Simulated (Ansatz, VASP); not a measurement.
# Two plane-wave programs on In

The input INCAR:

```
  PREC = Accurate
  ENCUT = 600
  EDIFF = 1E-6
  ISMEAR = 0
  SIGMA = 0.1
  LREAL = F
  LASPH = T
  NELM = 100
  ALGO = Normal
  ISIF = 3
  LWAVE = F
  LCHARG = F
  GGA = PE
  IBRION = 2
  NSW = 90
  EDIFFG = -0.04
```

File KPOINTS:

```
Automatic mesh
0
Gamma
  6 6 6
```

POSCAR

```
In
1.0
    3.0503417368      1.7611156228      4.5607617486
   -3.0503417368      1.7611156228      4.5607617486
    0.0000000000     -3.5222312457      4.5607617486
In
5
Direct
    0.0833333333      0.3755100000      0.7911566667
    0.7911566667      0.0833333333      0.3755100000
    0.3755100000      0.7911566667      0.0833333333
    0.0194333333      0.0194333333      0.0194333333
    0.4583333333      0.4583333333      0.4583333333
```

Input for Ansatz:

```yaml
crystal:
  lattice:
    - [3.0503417368, 1.7611156228, 4.5607617486]
    - [-3.0503417368, 1.7611156228, 4.5607617486]
    - [0.0, -3.5222312457, 4.5607617486]
  atoms:
    - { symbol: In, position: [0.0833333333, 0.37551, 0.7911566667] }
    - { symbol: In, position: [0.7911566667, 0.0833333333, 0.37551] }
    - { symbol: In, position: [0.37551, 0.7911566667, 0.0833333333] }
    - { symbol: In, position: [0.0194333333, 0.0194333333, 0.0194333333] }
    - { symbol: In, position: [0.4583333333, 0.4583333333, 0.4583333333] }
basis:
  ecutwfc: 420
kpoints:
  mp_grid: { grid: [6, 6, 6] }
hamiltonian:
  xc: pbe
scf:
  occupations: { method: gaussian, width: 0.1 }
  lower_state_search: "off"
output:
  forces: true
  stress: true
  eigenvalues: true
relax:
  adjacent_minimum: "off"
  f_tol: 0.04
  max_steps: 70
  cell: { stress_tol: 0.4 }
```

Alike in both runs: task relaxation of cell and atoms; functional PBE; k mesh 6 × 6 × 6; occupations gaussian, width 0.1 eV; no spin polarisation.

|  | VASP | Ansatz |
| --- | --- | --- |
| version | VASP 6.6.1 | Ansatz 0.2.0 |
| potentials or method | VASP PAW PBE potentials, release 64 (In_d), cutoff 600 eV | scalar-relativistic, plane waves, PAW |
| valence electrons in the cell | 65 | 65 |

|  | VASP | Ansatz | Ansatz less VASP |
| --- | --- | --- | --- |
| gap on the k mesh at the Fermi level, each at its own relaxed structure (eV) | none | none | - |
| relaxed volume (Å³/atom) | 30.41 | 30.04 | -0.368 |
| relaxed cell length with the largest relative difference (Å) | 5.343 | 6.369 | +1.0257 |

A gap of «none» marks a metal or a gap that the smearing closes. One of these differences is far larger than is usual between the two programs; its cause wasn't traced.
